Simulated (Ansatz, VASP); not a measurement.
## Si: VASP beside Ansatz

```
Si
1.0
     0.00000    2.72185    2.72185
     2.72185    0.00000    2.72185
     2.72185    2.72185    0.00000
Si
2
Direct
  0.75000 0.75000 0.75000
  0.50000 0.50000 0.50000
```

Alike in both runs: task relaxation of cell and atoms; functional LDA; k mesh 8 × 8 × 8; occupations gaussian, width 0.02 eV; no spin polarisation.

```csv
,VASP,Ansatz
version,VASP 6.6.1,Ansatz 0.2.0
potentials or method,"VASP PAW LDA potentials, release 64 (Si), cutoff 600 eV","scalar-relativistic, plane waves, PAW"
valence electrons in the cell,8,8
```

|  | VASP | Ansatz | Ansatz less VASP |
| --- | --- | --- | --- |
| gap on the k mesh at the Fermi level, each at its own relaxed structure (eV) | 0.49 | 0.49 | 0.000 |
| relaxed volume (Å³/atom) | 19.72 | 19.70 | -0.013 |
| relaxed cell length with the largest relative difference (Å) | 3.821 | 3.820 | -0.0009 |

LDA's correlation is that of Perdew and Zunger in VASP and of Perdew and Wang (1992) in Ansatz.
